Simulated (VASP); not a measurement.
# AlW8C8Cl3 in VASP: notebook

The runs below take AlW8C8Cl3 through single point, with PBE+D3(BJ).

Everything below comes from runs of VASP 6.6.1. Logs are shortened: lines on timing, memory, paths and dates and some standing lists are left out, and cuts for length are marked.

### Step 1. The cell of the first run

The cell holds a slab with vacuum, 20 atoms: a = 5.799 Å, b = 5.799 Å, c = 15.247 Å, α = 90.00°, β = 90.00°, γ = 120.00°.

### Step 2. Single point, PBE+D3(BJ)

INCAR reads:

```
SYSTEM = AlW8C8Cl3
ALGO = Normal ; EDIFF = 1E-6
ENCUT = 520 ; GGA = PE
ISIF = 2 ; ISMEAR = -1
IVDW = 12 ; LASPH = .TRUE.
LCHARG = .TRUE. ; LELF = .TRUE.
LREAL = Auto ; LVHAR = .TRUE.
LWAVE = .FALSE. ; NBANDS = 100
NELM = 60 ; PREC = Accurate
SIGMA = 0.15
```

KPOINTS reads:

```
k-points
0
G
  4 4 1
  0 0 0
```

POSCAR reads:

```
AlW8C8Cl3
1.0
    5.7986000000      0.0000000000      0.0000000000
   -2.8993000000      5.0217350000      0.0000000000
    0.0000000000      0.0000000000     15.2471000000
W C Al Cl
8 8 1 3
Direct
    0.0000000000      0.0000000000      0.0655861770
   -0.0041408082     -0.0031045047      0.2506717343
   -0.0000000498      0.4999999004      0.0655861770
    0.0012678293      0.5008428362      0.2530245752
    0.5000000000      0.0000000000      0.0655861770
    0.5016572980      0.0019939324      0.2513122495
    0.4999999502      0.4999999004      0.0655861770
    0.5026994055      0.5003334505      0.2503121905
    0.3323920647      0.1655812184      0.1527698382
    0.3320291981      0.1703668155      0.3328948456
    0.3345122257      0.6675640989      0.1536520387
    0.3535246702      0.6733477573      0.3367985387
    0.8326510677      0.1681849002      0.1516369670
    0.8332243984      0.1640323514      0.3255861770
    0.8333470145      0.6643110399      0.1521583777
    0.8247027497      0.6662209376      0.3316691043
    0.0260962424      0.6579731905      0.4308711165
   -0.1466434431      0.4827359468      0.5529136032
    0.4420669371      0.7055649093      0.4544841314
    0.2680077225      1.1249137997      0.4481757842
```

Potentials or basis: VASP PAW PBE potentials, release 64 (W_sv, C, Al, Cl).

Command:

```console
> cat potpaw_PBE.64/W_sv/POTCAR potpaw_PBE.64/C/POTCAR potpaw_PBE.64/Al/POTCAR potpaw_PBE.64/Cl/POTCAR > POTCAR
> mpirun -np 1 vasp_std > vasp.out
```

OUTCAR:

```text
SYSTEM = AlW8C8Cl3
   EDIFF = 1E-6
   ENCUT = 520
   GGA = PE
   ISIF = 2
   ISMEAR = -1
   IVDW = 12
   LASPH = .TRUE.
   LREAL = Auto
   NELM = 60
   PREC = Accurate
 IVDW          = 12

 ion  position               nearest neighbor table
   1  0.000  0.000  0.066-   9 2.13  13 2.14  15 2.14   2 2.82   7 2.90   3 2.90   5 2.90   5 2.90
                             3 2.90   7 2.90
   2  0.996  0.997  0.251-  14 2.01  16 2.07  10 2.10  15 2.25   9 2.25  13 2.26   1 2.82   8 2.87
                             6 2.88   4 2.89   4 2.91   6 2.92   8 2.93
   3  1.000  0.500  0.066-  13 2.12  15 2.12  11 2.15   4 2.86   5 2.90   1 2.90   7 2.90   7 2.90
                             5 2.90   1 2.90
   4  0.001  0.501  0.253-  14 2.02  16 2.09  12 2.18  11 2.26  15 2.27  13 2.28  17 2.84   3 2.86
                             8 2.89   2 2.89   6 2.89   6 2.90   2 2.91   8 2.91
   5  0.500  0.000  0.066-  13 2.12   9 2.14  11 2.14   6 2.83   7 2.90   3 2.90   1 2.90   1 2.90
                             7 2.90   3 2.90
   6  0.502  0.002  0.251-  14 2.01  10 2.10  12 2.11  11 2.24   9 2.25  13 2.25   5 2.83   2 2.88
                             8 2.89   4 2.89   4 2.90   8 2.91   2 2.92
   7  0.500  0.500  0.066-  15 2.13   9 2.14  11 2.14   8 2.82   1 2.90   5 2.90   3 2.90   3 2.90
                             1 2.90   5 2.90
   8  0.503  0.500  0.250-  16 2.04  10 2.08  12 2.09  15 2.24  11 2.24   9 2.24   7 2.82   2 2.87
                             6 2.89   4 2.89   4 2.91   6 2.91   2 2.93
   9  0.332  0.166  0.153-   1 2.13   5 2.14   7 2.14   8 2.24   6 2.25   2 2.25
  10  0.332  0.170  0.333-  20 1.79   8 2.08   2 2.10   6 2.10
  11  0.335  0.668  0.154-   5 2.14   7 2.14   3 2.15   8 2.24   6 2.24   4 2.26
  12  0.354  0.673  0.337-  19 1.85   8 2.09   6 2.11   4 2.18  17 2.35
  13  0.833  0.168  0.152-   3 2.12   5 2.12   1 2.14   6 2.25   2 2.26   4 2.28
  14  0.833  0.164  0.326-   2 2.01   6 2.01   4 2.02
  15  0.833  0.664  0.152-   3 2.12   7 2.13   1 2.14   8 2.24   2 2.25   4 2.27
  16  0.825  0.666  0.332-  17 1.93   8 2.04   2 2.07   4 2.09
  17  0.026  0.658  0.431-  16 1.93  18 2.12  19 2.31  12 2.35  20 2.36   4 2.84
  18  0.853  0.483  0.553-  17 2.12
  19  0.442  0.706  0.454-  12 1.85  17 2.31
  20  0.268  0.125  0.448-  10 1.79  17 2.36

  LATTYP: Found a hexagonal cell.
 ALAT       =     5.7986000000
 C/A-ratio  =     2.6294450385

  Lattice vectors:

 A1 = (   5.7986000000,   0.0000000000,   0.0000000000)
 A2 = (  -2.8993000000,   5.0217350000,   0.0000000000)
 A3 = (   0.0000000000,   0.0000000000,  15.2471000000)

Analysis of symmetry for initial positions (statically):
=====================================================================
 Subroutine PRICEL returns:
 Original cell was already a primitive cell.

 Routine SETGRP: Setting up the symmetry group for a
 hexagonal supercell.

 Subroutine GETGRP returns: Found  1 space group operations
 (whereof  1 operations were pure point group operations)
 out of a pool of 24 trial point group operations.

[... 148 lines left out ...]
   EMIN   =  10.00;   EMAX   =-10.00  energy-range for DOS
   EFERMI =   0.00;   METHOD = LEGACY
   ISMEAR =    -1;   SIGMA  =   0.15  broadening in eV -4-tet -1-fermi 0-gaus
   EFERMI_NEDOS =   21; number of points for ismear=-14 and -15
   IALGO  =     38    algorithm
   IMIX   =      4    mixing-type and parameters
     AMIX     =   0.40;   BMIX     =  1.00
     AMIX_MAG =   1.60;   BMIX_MAG =  1.00
  volume/ion in A,a.u.               =      22.20       149.81
  Fermi-wavevector in a.u.,A,eV,Ry     =   1.184104  2.237632 19.076761  1.402102
  Thomas-Fermi vector in A             =   2.320325
   LORBIT       =      0    0 simple, 1 ext, 2 COOP (PROOUT), +10 PAW based schemes
   GGA     = PE    functional components
   LHFCALC =     F    Hartree Fock is set to
   AEXX    =    0.0000 exact exchange contribution
   IVDW    =    12    specifies the selected vdW correction
   LEPSILON=     F    determine dielectric tensor
   LRPA    =     F    only Hartree local field effects (RPA)
 non-spin polarized calculation
  energy-cutoff  :      520.00
  volume of cell :      443.98
 maximum number of plane-waves:     11985
 NGX is ok and might be reduce to    48
   NGX = 21   NGY = 21   NGZ = 57

 number of electron     167.9999995 magnetization

 Free energy of the ion-electron system (eV)
  ---------------------------------------------------
  ext. energy  EPLUGINS =         0.00000000
  ---------------------------------------------------
  free energy    TOTEN  =      -178.15782585 eV

  energy without entropy =     -177.63455738  energy(sigma->0) =     -177.89619162

 E-fermi :   2.5947     XC(G=0):  -8.0074

 val. band max:        2.5366915780   @ k =  -0.2500   0.5000   0.0000
 cond. band min:       2.6920473520   @ k =  -0.2500   0.2500   0.0000
 fundamental gap:      0.1553557740
 Fermi energy:         2.5946854338

 k-point     1 :       0.0000    0.0000    0.0000
  band No.  band energies     occupation
      1     -71.3043      2.00000
      2     -71.2842      2.00000
      3     -71.2494      2.00000
      4     -71.2425      2.00000
      5     -71.2357      2.00000
      6     -71.0900      2.00000
[... 979 lines left out ...]
     95       5.4506      0.00000
     96       5.6150      0.00000
 [bands above 96 left out]

------------------------ aborting loop because EDIFF is reached ----------------------------------------

 Edisp (eV)   -5.97886

 E8    (eV) :    -2.7270

  FORCE on cell =-STRESS in cart. coord.  units (eV):
  Direction    XX          YY          ZZ          XY          YZ          ZX
  --------------------------------------------------------------------------------------
  -------------------------------------------------------------------------------------
  Total       2.60548     3.52291     0.19894    -1.09700     0.02712     0.00391
  in kB       9.40232    12.71301     0.71791    -3.95869     0.09788     0.01411
  external pressure =        7.61 kB  Pullay stress =        0.00 kB

 VOLUME and BASIS-vectors are now :
 -----------------------------------------------------------------------------
  energy-cutoff  :      520.00
  volume of cell :      443.98
      direct lattice vectors                 reciprocal lattice vectors
     5.798600000  0.000000000  0.000000000     0.172455420  0.099567181  0.000000000
    -2.899300000  5.021735000  0.000000000     0.000000000  0.199134363  0.000000000
     0.000000000  0.000000000 15.247100000     0.000000000  0.000000000  0.065586243

 POSITION                                       TOTAL-FORCE (eV/Angst)
 -----------------------------------------------------------------------------------
      0.00000      0.00000      1.00000         0.083599      0.026870     -0.145193
      2.88429      5.00615      3.82202         0.020340      0.003082     -0.018593
      4.34895      2.51087      1.00000         0.117522      0.101180     -0.003615
     -1.44474      2.51510      3.85789         0.012347      0.015042     -0.003821
      2.89930      0.00000      1.00000        -0.136610     -0.076306     -0.044788
      2.90313      0.01001      3.83178        -0.014367     -0.007095     -0.006980
[... 12 lines left out ...]
      0.51772      3.54316      6.92956        -0.026307     -0.004660     -0.050621
      1.19191      0.62728      6.83338         0.014244      0.000469     -0.061969
 -----------------------------------------------------------------------------------
    total drift:                               -0.004066     -0.004347      0.010048

  FREE ENERGIE OF THE ION-ELECTRON SYSTEM (eV)
  ---------------------------------------------------
  free  energy   TOTEN  =      -184.1366830791 eV

  energy  without entropy=     -183.6134146001  energy(sigma->0) =     -183.87504884
```

stdout:

```text
POSCAR found type information on POSCAR W C AlCl
 POSCAR found :  4 types and      20 ions
 scaLAPACK will be used
 LDA part: xc-table for (Slater+PW92), standard interpolation
 POSCAR, INCAR and KPOINTS ok, starting setup
 FFT: planning ... GRIDC
 FFT: planning ... GRID_SOFT
 FFT: planning ... GRID
 WAVECAR not read
 entering main loop
```

It took 13 min on 1 thread of Intel Xeon 6975P-C (Granite Rapids), shared host; peak memory 0.74 GiB.

What came out:

- Free energy: -184.1367 eV
- Largest force: 0.170 eV/Å
- Band gap on the k mesh: zero (bands 84 and 85 overlap by 0.94 eV)
- Dispersion energy per atom: -0.299 eV

Forces on the atoms (eV/Å):
```
W    0.084  0.027 -0.145
W    0.020  0.003 -0.019
W    0.118  0.101 -0.004
W    0.012  0.015 -0.004
W   -0.137 -0.076 -0.045
W   -0.014 -0.007 -0.007
W   -0.063 -0.053 -0.033
W   -0.007 -0.007 -0.005
C    0.000  0.003 -0.002
C   -0.021 -0.006  0.129
C   -0.002 -0.001 -0.016
C    0.012  0.002  0.110
C    0.002  0.000 -0.001
C    0.002 -0.010  0.083
C    0.001  0.001 -0.004
C   -0.015  0.003  0.074
Al   0.010 -0.003  0.024
Cl   0.009  0.013 -0.024
Cl  -0.026 -0.005 -0.051
Cl   0.014  0.000 -0.062
```

Caveat: there is no dipole correction, which matters where the two faces differ; spin-orbit coupling is left out, which moves the levels of the heavy elements.

### Step 3. Single point, PBE+D3(BJ)

INCAR reads:

```
PREC     = Accurate       # precision mode
ENCUT    = 520            # plane-wave cutoff, eV
EDIFF    = 1E-7           # SCF threshold, eV
ISMEAR   = -1             # smearing method
SIGMA    = 0.15           # smearing width, eV
LREAL    = Auto         
LASPH    = T              # aspherical terms in the spheres
NELM     = 100            # most SCF steps
ALGO     = Normal         # electronic algorithm
ISIF     = 2              # what is computed and relaxed
LWAVE    = F              # write WAVECAR
LCHARG   = F              # write CHGCAR
GGA      = PE             # functional
IVDW     = 12             # dispersion correction
NBANDS   = 100            # bands
```

KPOINTS reads:

```
regular mesh
0
Gamma
  4 4 1
```

POSCAR reads:

```
AlW8C8Cl3
1.0
    5.7986000000      0.0000000000      0.0000000000
   -2.8993000000      5.0217350000      0.0000000000
    0.0000000000      0.0000000000     15.2471000000
W C Al Cl
8 8 1 3
Direct
    0.0000000000      0.0000000000      0.0655861770
    0.0003615810     -0.0014477068      0.2516502810
   -0.0000000498      0.4999999004      0.0655861770
   -0.0016128834      0.4999891472      0.2513521260
    0.5000000000      0.0000000000      0.0655861770
    0.5012268053     -0.0023382357      0.2521303723
    0.4999999502      0.4999999004      0.0655861770
    0.5046976027      0.5028325867      0.2511443488
    0.3343494899      0.1665577734      0.1534077956
    0.3436191749      0.1742507321      0.3325752438
    0.3325748832      0.6664393880      0.1520891842
    0.3349953697      0.6593440315      0.3295989401
    0.8325503510      0.1660081625      0.1513824268
    0.8365033813      0.1650055210      0.3246355045
    0.8336630514      0.6678227744      0.1523014868
    0.8309122351      0.6650980189      0.3336346584
   -0.0247640998      0.7574569347      0.4504561523
   -0.1885667152      0.7933335789      0.5695093493
    0.2249047679      0.5814157856      0.4737992799
    0.3738894743      1.1708855605      0.4479753527
```

Potentials or basis: VASP PAW PBE potentials, release 64 (W_sv, C, Al, Cl).

Command:

```console
> cat potpaw_PBE.64/W_sv/POTCAR potpaw_PBE.64/C/POTCAR potpaw_PBE.64/Al/POTCAR potpaw_PBE.64/Cl/POTCAR > POTCAR
> mpirun -np 1 vasp_std > vasp.out
```

Run time: 14 min. Hardware: 1 thread of Intel Xeon 6975P-C (Granite Rapids), shared host; peak memory 0.74 GiB.

The run converged. Its results:

```yaml
Free_energy: -183.9421 eV
Largest_force: 0.153 eV/Å
Band_gap_on_the_k_mesh: zero (bands 84 and 85 overlap by 0.77 eV)
Dispersion_energy_per_atom: -0.295 eV
```

Forces on the atoms (eV/Å):
```
W    0.132  0.040 -0.064
W    0.018  0.000 -0.012
W   -0.006  0.045 -0.121
W   -0.001  0.010 -0.016
W   -0.133 -0.023 -0.045
W   -0.017 -0.001 -0.012
W    0.005 -0.061 -0.001
W    0.004 -0.007 -0.010
C   -0.005  0.000 -0.009
C    0.010 -0.005  0.136
C   -0.001  0.001  0.001
C   -0.003  0.006  0.076
C    0.001  0.001  0.003
C    0.006 -0.002  0.085
C    0.002 -0.003 -0.009
C   -0.007 -0.005  0.075
Al   0.013 -0.002  0.025
Cl   0.012 -0.001 -0.026
Cl  -0.017  0.012 -0.007
Cl  -0.013 -0.005 -0.070
```

Levels at points of the mesh, in eV from the Fermi level:
```
           k point  band 83  band 84  band 85  band 86  band 87  band 88
(0.00, 0.00, 0.00)     0.36     0.49     0.52     0.57     1.25     1.79
(0.50, 0.00, 0.00)    -0.60    -0.42    -0.29     0.87     1.07     1.50
(0.00, 0.50, 0.00)    -0.54    -0.28    -0.15     0.63     1.19     1.48
(0.50, 0.50, 0.00)    -0.48    -0.27    -0.08     0.20     1.38     1.49
```

Caveat: there is no dipole correction, which matters where the two faces differ; spin-orbit coupling is left out, which moves the levels of the heavy elements.

The gap in the log of VASP goes by the Fermi energy; the results here count the filled bands.